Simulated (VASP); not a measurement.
Wanted: the native input for a VASP 6.6.1 run.

```
Task                   : relaxation of cell and atoms
Functional             : RPBE
Dispersion             : D3(BJ)
Potentials or basis    : VASP PAW PBE potentials, release 64 (Mn_pv, O)
Cutoff                 : 600 eV
k mesh                 : 10 × 10 × 10
Occupations            : fermi-dirac, width 0.05 eV
Spin                   : collinear spin, ferromagnetic start
Starting moments       : [4.0, 0.0] μB
Dipole correction      : no
Further INCAR settings : ALGO = Normal; EDIFF = 1e-07; IBRION = 2; EDIFFG = -0.01; NSW = 80; ISIF = 3
```

The structure of MnO lies in POSCAR:

```
MnO
1.0
    0.0000000000      2.2239077028      2.2239077028
    2.2239077028      0.0000000000      2.2239077028
    2.2239077028      2.2239077028      0.0000000000
Mn O
1 1
Direct
    0.0000000000      0.0000000000      0.0000000000
    0.5000000000      0.5000000000      0.5000000000
```

One way to write it, as run:

INCAR

```
  PREC = Accurate
  ENCUT = 600
  EDIFF = 1E-7
  ISMEAR = -1
  SIGMA = 0.05
  LREAL = F
  LASPH = T
  NELM = 150
  ALGO = Normal
  ISIF = 3
  LWAVE = F
  LCHARG = F
  ISPIN = 2
  MAGMOM = 4 0
  LORBIT = 11
  LMAXMIX = 4
  GGA = RP
  IVDW = 12
  IBRION = 2
  NSW = 80
  EDIFFG = -0.01
```

KPOINTS

```
Automatic mesh
0
Gamma
  10 10 10
```

Potentials or basis: VASP PAW PBE potentials, release 64 (Mn_pv, O).

Launch:

```sh
$ cat potpaw_PBE.64/Mn_pv/POTCAR potpaw_PBE.64/O/POTCAR > POTCAR
$ mpirun -np 1 vasp_std > vasp.out
```

It gave:

```json
{"Relaxed volume": "11.04 Å³/atom", "Relaxed cell": "a = 3.149 Å, b = 3.149 Å, c = 3.149 Å, α = 60.00°, β = 60.00°, γ = 60.00°", "Space group after relaxing (to 0.05 Å)": "Fm-3m (No. 225)", "Energy gained by relaxing": "91.6 meV/atom", "Ionic steps": "31", "Pressure after relaxing": "0.1 GPa", "Net moment": "4.83 μB per cell", "Site moments": "Mn +4.38; O +0.20 μB", "Valence electrons inside the program's atomic spheres": "Mn 11.34; O 4.99", "Dispersion energy per atom": "-1.412 eV"}
```

Caveat: the PAW data sets were made with another functional, which shifts forces and pressure a little; a cell with one magnetic atom can't hold antiferromagnetic order, which such compounds often take; pairwise dispersion overbinds metals, which lowers pressure and volume.

Wall time 9.9 min on 1 thread of AMD EPYC 9R45 96-Core Processor (Zen 5), on a shared host, peak memory 0.19 GiB.
